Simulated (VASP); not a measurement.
Set up this calculation in VASP 6.6.1, as the native input.

```yaml
Task: single point
Functional: PBEsol
Potentials_or_basis: VASP PAW PBE potentials, release 64 (Na_pv, Cl)
Cutoff: 520 eV
k_mesh: 8 × 8 × 8
Occupations: gaussian, width 0.05 eV
Spin: no spin polarisation
Dipole_correction: no
Further_INCAR_settings: ALGO = Normal; EDIFF = 1e-07; NBANDS = 14
```

The structure of NaCl lies in POSCAR:

```
NaCl
1.0
    0.0000000000      2.7184800000      2.8317500000
    2.7184800000      0.0000000000      2.8317500000
    2.7184800000      2.7184800000      0.0000000000
Na Cl
1 1
Direct
    0.0000000000      0.0000000000      0.0000000000
    0.5000000000      0.5000000000      0.5000000000
```

This cell differs from its parent crystal: strain -0.040 along x and y, +0.000 along z.

The input as run:

INCAR

```
PREC = Accurate
ENCUT = 520
EDIFF = 1E-7
ISMEAR = 0
SIGMA = 0.05
LREAL = False
LASPH = True
NELM = 60
ALGO = Normal
ISIF = 2
LWAVE = False
LCHARG = True
GGA = PS
LELF = True
LVHAR = True
NBANDS = 14
```

KPOINTS

```
regular mesh
0
Gamma
  8 8 8
```

Potentials or basis: VASP PAW PBE potentials, release 64 (Na_pv, Cl).

Launch:

```sh
$ cat potpaw_PBE.64/Na_pv/POTCAR potpaw_PBE.64/Cl/POTCAR > POTCAR
$ mpirun -np 1 vasp_std > vasp.out
```

Results of the run:

The pressure is 1.6 GPa. The band gap on the k mesh is 5.18 eV, direct.

Caveat: the cell differs from its parent crystal (strain -0.040 along x and y, +0.000 along z); the PAW data sets were made with another functional, which shifts forces and pressure a little.

Run time: 37 s on 1 thread of AMD EPYC 7R43 64-Core Processor (Zen 3) (shared host), peak memory 0.14 GiB.
